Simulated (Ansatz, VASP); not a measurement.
## Mn in VASP and in Ansatz

File INCAR:

```
ALGO     = Normal         # electronic algorithm
EDIFF    = 1E-6           # SCF threshold, eV
ENCUT    = 520            # plane-wave cutoff, eV
GGA      = PE             # functional
ISIF     = 2              # what is computed and relaxed
ISMEAR   = -1             # smearing method
LASPH    = T              # aspherical terms in the spheres
LCHARG   = F              # write CHGCAR
LREAL    = F              # projectors in reciprocal space
LWAVE    = F              # write WAVECAR
NBANDS   = 20             # bands
NELM     = 100            # most SCF steps
PREC     = Accurate       # precision mode
SIGMA    = 0.05           # smearing width, eV
```

The input KPOINTS:

```
k-points
0
Gamma
  12 12 7
```

POSCAR

```
Mn
1.0
    2.4836457705      0.0000000000      0.0000000000
   -1.2418228853      2.1509003313      0.0000000000
    0.0000000000      0.0000000000      4.0261950000
Mn
2
Direct
    0.3333333333      0.6666666667      0.2500000000
    0.6666666667      0.3333333333      0.7500000000
```

The input input.yaml:

```yaml
crystal:
  lattice:
    - [2.4836457705, 0.0, 0.0]
    - [-1.2418228853, 2.1509003313, 0.0]
    - [0.0, 0.0, 4.026195]
  atoms:
    - { symbol: Mn, position: [0.3333333333, 0.6666666667, 0.25] }
    - { symbol: Mn, position: [0.6666666667, 0.3333333333, 0.75] }
hamiltonian:
  xc: pbe
  pseudopotentials: { kind: paw }
kpoints:
  mp_grid: { grid: [12, 12, 7] }
scf:
  occupations: { method: fermi_dirac, width: 0.05 }
output:
  forces: true
  stress: true
  eigenvalues: true
```

Alike in both runs: task single point; functional PBE; k mesh 12 × 12 × 7; occupations fermi-dirac, width 0.05 eV; no spin polarisation.

```csv
,VASP,Ansatz
version,VASP 6.6.1,Ansatz 0.2.0
potentials or method,"VASP PAW PBE potentials, release 64 (Mn_pv)",Ansatz PAW
plane-wave cutoff (eV),520,420
valence electrons in the cell,26,30
```

Ansatz gave:

* gap on the k mesh at the Fermi level (eV): none
* pressure (GPa): -1.1
* traceless stress, the component that is largest in VASP (GPa): -0.19

Question: Estimate VASP's values.

Answer: gap on the k mesh at the Fermi level (eV): none; pressure (GPa): -1.2; traceless stress, the component that is largest in VASP (GPa): -0.27.

A gap of «none» marks a metal or a gap that the smearing closes. VASP's potentials hold 26 valence electrons a cell and Ansatz's 30, so a difference there can come from the potentials and not from the codes.
